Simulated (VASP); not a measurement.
# WF2 (P4_2/mnm) in VASP: a series of runs

The runs below take WF2 through single point, with PBEsol.

All numbers are computed with VASP 6.6.1; they aren't measurements. Logs are shortened: lines on timing, memory, paths and dates and some standing lists are left out, and cuts for length are marked.

### 1 The cell of the first run

It takes space group P4_2/mnm (No. 136, tetragonal). Conventional cell: a = 5.438 Å, b = 5.438 Å, c = 2.633 Å, α = 90.00°, β = 90.00°, γ = 90.00°. Within 2.8 Å of W (site symmetry mmm) lie 6 F at 2.14 to 2.15 Å and 2 W at 2.63 Å. Within 2.8 Å of F (site symmetry m2m) lie 3 W at 2.14 to 2.15 Å and 2 F at 2.63 Å.

### 2 Single point, PBEsol

Contents of INCAR:

```
SYSTEM = WF2
  PREC = Accurate
  ENCUT = 520
  EDIFF = 1E-6
  ISMEAR = 0
  SIGMA = 0.1
  LREAL = .FALSE.
  LASPH = .TRUE.
  NELM = 80
  ALGO = Normal
  ISIF = 2
  LWAVE = .FALSE.
  LCHARG = .TRUE.
  GGA = PS
  LELF = .TRUE.
  LVHAR = .TRUE.
  NBANDS = 37
```

Contents of KPOINTS:

```
Automatic mesh
0
G
  8 8 14
  0 0 0
```

Contents of POSCAR:

```
WF2
1.0
    5.4382448713      0.0000000000      0.0000000000
    0.0000000000      5.4382448713      0.0000000000
    0.0000000000      0.0000000000      2.6333749401
W F
2 4
Direct
    0.0000000000      0.0000000000      0.0000000000
    0.5000000000      0.5000000000      0.5000000000
    0.2783836548      0.2783836548      0.0000000000
    0.7216163452      0.7216163452      0.0000000000
    0.7783836548      0.2216163452      0.5000000000
    0.2216163452      0.7783836548      0.5000000000
```

Potentials or basis: VASP PAW PBE potentials, release 64 (W_sv, F).

Started as:

```
cat potpaw_PBE.64/W_sv/POTCAR potpaw_PBE.64/F/POTCAR > POTCAR
mpirun -np 1 vasp_std > vasp.out
```

OUTCAR:

```text
SYSTEM = WF2
   PREC = Accurate
   ENCUT = 520
   EDIFF = 1E-6
   ISMEAR = 0
   LREAL = .FALSE.
   LASPH = .TRUE.
   NELM = 80
   ISIF = 2
   GGA = PS

 ion  position               nearest neighbor table
   1  0.000  0.000  0.000-   3 2.14   4 2.14   5 2.15   6 2.15   5 2.15   6 2.15
   2  0.500  0.500  0.500-   5 2.14   6 2.14   3 2.15   4 2.15   3 2.15   4 2.15
   3  0.278  0.278  0.000-   1 2.14   2 2.15   2 2.15
   4  0.722  0.722  0.000-   1 2.14   2 2.15   2 2.15
   5  0.778  0.222  0.500-   2 2.14   1 2.15   1 2.15
   6  0.222  0.778  0.500-   2 2.14   1 2.15   1 2.15

  LATTYP: Found a simple tetragonal cell.
 ALAT       =     5.4382448713
 C/A-ratio  =     0.4842325056

  Lattice vectors:

 A1 = (   5.4382448713,   0.0000000000,   0.0000000000)
 A2 = (   0.0000000000,   5.4382448713,   0.0000000000)
 A3 = (   0.0000000000,   0.0000000000,   2.6333749401)

Analysis of symmetry for initial positions (statically):
=====================================================================
 Subroutine PRICEL returns:
 Original cell was already a primitive cell.

 Routine SETGRP: Setting up the symmetry group for a
 simple tetragonal supercell.

 Subroutine GETGRP returns: Found 16 space group operations
 (whereof  8 operations were pure point group operations)
 out of a pool of 16 trial point group operations.

The static configuration has the point symmetry D_2h.
 The point group associated with its full space group is D_4h.

Analysis of symmetry for dynamics (positions and initial velocities):
=====================================================================
 Subroutine PRICEL returns:
 Original cell was already a primitive cell.

 Routine SETGRP: Setting up the symmetry group for a
 simple tetragonal supercell.

 Subroutine GETGRP returns: Found 16 space group operations
 (whereof  8 operations were pure point group operations)
 out of a pool of 16 trial point group operations.

The dynamic configuration has the point symmetry D_2h.
 The point group associated with its full space group is D_4h.

 Subroutine INISYM returns: Found 16 space group operations
 (whereof  8 operations are pure point group operations),
 and found     1 'primitive' translations

----------------------------------------------------------------------------------------

                                     Primitive cell

  volume of cell :      77.8808

  direct lattice vectors                    reciprocal lattice vectors
     5.438244871  0.000000000  0.000000000     0.183882856  0.000000000  0.000000000
     0.000000000  5.438244871  0.000000000     0.000000000  0.183882856  0.000000000
     0.000000000  0.000000000  2.633374940     0.000000000  0.000000000  0.379740836

  length of vectors
     5.438244871  5.438244871  2.633374940     0.183882856  0.183882856  0.379740836

  position of ions in fractional coordinates (direct lattice)
     0.000000000  0.000000000  0.000000000
     0.500000000  0.500000000  0.500000000
     0.278383655  0.278383655  0.000000000
     0.721616345  0.721616345  0.000000000
     0.778383655  0.221616345  0.500000000
     0.221616345  0.778383655  0.500000000

  ion indices of the primitive-cell ions
   primitive index   ion index
                 1           1
                 2           2
                 3           3
                 4           4
                 5           5
                 6           6

----------------------------------------------------------------------------------------

 KPOINTS: Automatic mesh

Automatic generation of k-mesh.
 Grid dimensions read from file:
 generate k-points for:    8    8   14

 Generating k-lattice:

  Cartesian coordinates                     Fractional coordinates (reciprocal lattice)
     0.022985357  0.000000000  0.000000000     0.125000000  0.000000000  0.000000000
     0.000000000  0.022985357  0.000000000     0.000000000  0.125000000  0.000000000
     0.000000000  0.000000000  0.027124345     0.000000000  0.000000000  0.071428571

  Length of vectors
     0.022985357  0.022985357  0.027124345

  Shift w.r.t. Gamma in fractional coordinates (k-lattice)
     0.000000000  0.000000000  0.000000000

 Subroutine IBZKPT returns following result:
 ===========================================

 Found    120 irreducible k-points:

 Following reciprocal coordinates:
            Coordinates               Weight
  0.000000  0.000000  0.000000      1.000000
  0.125000  0.000000  0.000000      4.000000
  0.250000  0.000000  0.000000      4.000000
  0.375000  0.000000  0.000000      4.000000
  0.500000  0.000000  0.000000      2.000000
  0.125000  0.125000  0.000000      4.000000
[... 16 lines left out ...]
  0.375000  0.125000  0.071429     16.000000
  0.500000  0.125000  0.071429      8.000000
 [... further k-points ...]
   k-points           NKPTS =    120   k-points in BZ     NKDIM =    120   number of bands    NBANDS=     37
   number of dos      NEDOS =    301   number of ions     NIONS =      6
   total plane-waves  NPLWV =  32000
   dimension x,y,z NGX =    40 NGY =   40 NGZ =   20
   dimension x,y,z NGXF=    80 NGYF=   80 NGZF=   40
   ions per type =               2   4
   NGX,Y,Z   is equivalent  to a cutoff of  12.23, 12.23, 12.63 a.u.
   NGXF,Y,Z  is equivalent  to a cutoff of  24.46, 24.46, 25.25 a.u.
 SYSTEM =  WF2
   PREC   = accura    normal or accurate (medium, high low for compatibility)
   ISTART =      0    job   : 0-new  1-cont  2-samecut
   ICHARG =      2    charge: 1-file 2-atom 10-const
   ISPIN  =      1    spin polarized calculation?
   LNONCOLLINEAR =      F non collinear calculations
   LSORBIT =      F    spin-orbit coupling
   LASPH  =      T    aspherical Exc in radial PAW
   ENCUT  =  520.0 eV  38.22 Ry    6.18 a.u.  10.11 10.11  4.90*2*pi/ulx,y,z
   NELM   =     80;   NELMIN=  2; NELMDL= -5     # of ELM steps
   EDIFF  = 0.1E-05   stopping-criterion for ELM
   LREAL  =      F    real-space projection
   EDIFFG = 0.1E-04   stopping-criterion for IOM
   NSW    =      0    number of steps for IOM
   IBRION =     -1    ionic relax: 0-MD 1-quasi-New 2-CG
   NFREE  =      0    steps in history (QN), initial steepest desc. (CG)
   ISIF   =      2    stress and relaxation
   ISYM   =      2    0-nonsym 1-usesym 2-fastsym
   POTIM  = 0.5000    time-step for ionic-motion
   TEBEG  =    0.0;   TEEND  =   0.0 temperature during run
   PSTRESS=    0.0 pullay stress
   NELECT =      56.0000    total number of electrons
   NUPDOWN=      -1.0000    fix difference up-down
   EMIN   =  10.00;   EMAX   =-10.00  energy-range for DOS
   EFERMI =   0.00;   METHOD = LEGACY
   ISMEAR =     0;   SIGMA  =   0.10  broadening in eV -4-tet -1-fermi 0-gaus
   EFERMI_NEDOS =   21; number of points for ismear=-14 and -15
   IALGO  =     38    algorithm
   IMIX   =      4    mixing-type and parameters
     AMIX     =   0.40;   BMIX     =  1.00
     AMIX_MAG =   1.60;   BMIX_MAG =  1.00
  volume/ion in A,a.u.               =      12.98        87.59
  Fermi-wavevector in a.u.,A,eV,Ry     =   1.466653  2.771573 29.267106  2.151072
  Thomas-Fermi vector in A             =   2.582365
   LORBIT       =      0    0 simple, 1 ext, 2 COOP (PROOUT), +10 PAW based schemes
   GGA     = PS    functional components
   LHFCALC =     F    Hartree Fock is set to
   AEXX    =    0.0000 exact exchange contribution
   IVDW    =     0    specifies the selected vdW correction
   LEPSILON=     F    determine dielectric tensor
   LRPA    =     F    only Hartree local field effects (RPA)
 non-spin polarized calculation
 Gauss-broadening in eV      SIGMA  =   0.10
  energy-cutoff  :      520.00
  volume of cell :       77.88
 maximum number of plane-waves:      2130
   NGX = 21   NGY = 21   NGZ =  9

 number of electron      55.9999986 magnetization

 Free energy of the ion-electron system (eV)
  ---------------------------------------------------
  ext. energy  EPLUGINS =         0.00000000
  ---------------------------------------------------
  free energy    TOTEN  =       -40.56495335 eV

  energy without entropy =      -40.54289719  energy(sigma->0) =      -40.55392527

 E-fermi :   6.8877     XC(G=0): -11.0198

 val. band max:        6.8871070983   @ k =   0.5000   0.0000   0.2857
 cond. band min:       6.8965437682   @ k =   0.3750   0.0000   0.3571
 fundamental gap:      0.0094366700
 Fermi energy:         6.8876827483

 k-point     1 :       0.0000    0.0000    0.0000
  band No.  band energies     occupation
      1     -68.2613      2.00000
      2     -68.2600      2.00000
      3     -32.8366      2.00000
      4     -32.8366      2.00000
      5     -32.4689      2.00000
      6     -32.4689      2.00000
[... 29 lines left out ...]
     36      11.9682      0.00000
     37      11.9682      0.00000

 k-point     2 :       0.1250    0.0000    0.0000
  band No.  band energies     occupation
      1     -68.2612      2.00000
      2     -68.2601      2.00000
      3     -32.8357      2.00000
      4     -32.8357      2.00000
      5     -32.4700      2.00000
      6     -32.4700      2.00000
[... 29 lines left out ...]
     36      11.1675      0.00000
     37      12.1656      0.00000

 k-point     3 :       0.2500    0.0000    0.0000
  band No.  band energies     occupation
      1     -68.2611      2.00000
      2     -68.2602      2.00000
      3     -32.8335      2.00000
      4     -32.8334      2.00000
      5     -32.4727      2.00000
      6     -32.4726      2.00000
[... 29 lines left out ...]
     36      10.1820      0.00000
     37      12.6408      0.00000

 k-point     4 :       0.3750    0.0000    0.0000
  band No.  band energies     occupation
      1     -68.2609      2.00000
      2     -68.2604      2.00000
      3     -32.8312      2.00000
      4     -32.8312      2.00000
      5     -32.4754      2.00000
      6     -32.4753      2.00000
[... 29 lines left out ...]
     36       9.5808      0.00000
     37      13.1005      0.00000
[... 683 lines left out ...]
      1     -68.2562      2.00000
      2     -68.2554      2.00000
      3     -32.8240      2.00000
      4     -32.8193      2.00000
      5     -32.4683      2.00000
      6     -32.4629      2.00000
[... 29 lines left out ...]
     36      10.7444      0.00000
     37      12.0981      0.00000

 k-point    23 :       0.3750    0.1250    0.0714
  band No.  band energies     occupation
      1     -68.2560      2.00000
      2     -68.2556      2.00000
      3     -32.8219      2.00000
      4     -32.8185      2.00000
      5     -32.4693      2.00000
      6     -32.4655      2.00000
[... 29 lines left out ...]
     36      10.0803      0.00000
     37      12.4518      0.00000

 k-point    24 :       0.5000    0.1250    0.0714
  band No.  band energies     occupation
      1     -68.2558      2.00000
      2     -68.2558      2.00000
      3     -32.8196      2.00000
      4     -32.8196      2.00000
      5     -32.4682      2.00000
      6     -32.4682      2.00000
[... 29 lines left out ...]
     36       9.7929      0.00000
     37      12.8336      0.00000

 [... further k-points ...]
[... 5 lines left out ...]
  --------------------------------------------------------------------------------------
  -------------------------------------------------------------------------------------
  Total        0.4914048      0.4914048      0.5033932      0.0000000      0.0000000      0.0000000
  in kB       10.1092689     10.1092689     10.3558969      0.0000000      0.0000000      0.0000000
  external PRESSURE =      10.1914783 kB  Pullay stress =       0.0000000 kB

 VOLUME and BASIS-vectors are now :
 -----------------------------------------------------------------------------
  energy-cutoff  :      520.00
  volume of cell :       77.88
      direct lattice vectors                 reciprocal lattice vectors
     5.438244871  0.000000000  0.000000000     0.183882856  0.000000000  0.000000000
     0.000000000  5.438244871  0.000000000     0.000000000  0.183882856  0.000000000
     0.000000000  0.000000000  2.633374940     0.000000000  0.000000000  0.379740836

 POSITION                                       TOTAL-FORCE (eV/Angst)
 -----------------------------------------------------------------------------------
      0.00000      0.00000      0.00000        -0.000000      0.000000      0.000000
      2.71912      2.71912      1.31669        -0.000000      0.000000      0.000000
      1.51392      1.51392      0.00000        -0.035291     -0.035291     -0.000000
      3.92433      3.92433      0.00000         0.035291      0.035291      0.000000
      4.23304      1.20520      1.31669        -0.035291      0.035291      0.000000
      1.20520      4.23304      1.31669         0.035291     -0.035291     -0.000000
 -----------------------------------------------------------------------------------
    total drift:                                0.000000     -0.000000     -0.000000

  FREE ENERGIE OF THE ION-ELECTRON SYSTEM (eV)
  ---------------------------------------------------
  free  energy   TOTEN  =       -40.5649533510 eV

  energy  without entropy=      -40.5428971894  energy(sigma->0) =      -40.55392527
```

Wall time 2.5 min (1 thread of Intel Xeon Platinum 8488C (Sapphire Rapids), shared host); peak memory 0.36 GiB.

What came out:

```yaml
Free_energy: -40.5650 eV
Pressure: 1.0 GPa
Largest_force: 0.050 eV/Å
Band_gap_on_the_k_mesh: zero (bands 28 and 29 overlap by 0.82 eV)
```

Forces in eV/Å, atoms in the order of the input:
```
W    0.000  0.000  0.000
W    0.000  0.000  0.000
F   -0.035 -0.035  0.000
F    0.035  0.035  0.000
F   -0.035  0.035  0.000
F    0.035 -0.035  0.000
```

Caveat: the PAW data sets were made with another functional, which shifts forces and pressure a little; spin-orbit coupling is left out, which moves the levels of the heavy elements.

(Part 1 of 2 ends here.)
